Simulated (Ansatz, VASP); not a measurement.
One calculation of Sb3S2, two programs

```
CELL_PARAMETERS angstrom
3.18968 1.84157 4.65485
-3.18968 1.84157 4.65485
0.00000 -3.68313 4.65485
ATOMIC_POSITIONS crystal
Sb 0.26504 0.77999 0.26504
Sb 0.26504 0.26504 0.77999
Sb 0.77999 0.26504 0.26504
S 0.29490 0.29490 0.29490
S 0.96288 0.96288 0.96288
```

Alike in both runs: task relaxation of cell and atoms; functional PBE; k mesh 6 × 6 × 6; occupations gaussian, width 0.1 eV; no spin polarisation.

|  | VASP | Ansatz |
| --- | --- | --- |
| version | VASP 6.6.1 | Ansatz 0.2.0 |
| potentials or method | VASP PAW PBE potentials, release 64 (Sb, S), cutoff 600 eV | scalar-relativistic, plane waves, PAW |
| valence electrons in the cell | 27 | 57 |

VASP gave:

- gap on the k mesh at the Fermi level, each at its own relaxed structure (eV): none
- relaxed volume (Å³/atom): 33.74
- relaxed cell length with the largest relative difference (Å): 5.925

Q: Which values does Ansatz return?

A: gap on the k mesh at the Fermi level, each at its own relaxed structure (eV): none; relaxed volume (Å³/atom): 34.01; relaxed cell length with the largest relative difference (Å): 5.932.

A gap of «none» marks a metal or a gap that the smearing closes. VASP's potentials hold 27 valence electrons a cell and Ansatz's 57, so a difference there can come from the potentials and not from the codes.

Neither program's run includes spin-orbit coupling.
